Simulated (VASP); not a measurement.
Si, 2 atoms in the cell. The structure is orthorhombic, space group Imma (No. 74). The conventional cell has a = 3.868 Å, b = 3.868 Å, c = 5.470 Å, α = 90.00°, β = 90.00°, γ = 90.00°. Within 3.1 Å of Si (site symmetry mm2) lie 4 Si at 2.31 to 2.43 Å.  This cell differs from its parent crystal: mode 4 frozen in at -0.048 Å and mode 5 at +0.000 Å (largest displacements).

- Program: VASP 6.6.1
- Task: single point
- Functional: PBE
- Potentials or basis: VASP PAW PBE potentials, release 64 (Si)
- Cutoff: 520 eV
- k mesh: 8 × 8 × 8
- Occupations: gaussian, width 0.05 eV
- Spin: no spin polarisation
- Dipole correction: no
- Further INCAR settings: ALGO = Normal; EDIFF = 1e-07; NBANDS = 11

Potentials or basis: VASP PAW PBE potentials, release 64 (Si).

Command:

```console
$ cat potpaw_PBE.64/Si/POTCAR > POTCAR
$ mpirun -np 1 vasp_std > vasp.out
```

Hardware: 1 thread of Intel(R) Xeon(R) 6975P-C (Granite Rapids), with other jobs on the host.

Question: How long does it take, and how much memory?

Answer: Run time: 18 s on 1 thread of Intel(R) Xeon(R) 6975P-C (Granite Rapids), on a shared host, peak memory 0.17 GiB. Counts: scf iterations 13, k points 95.
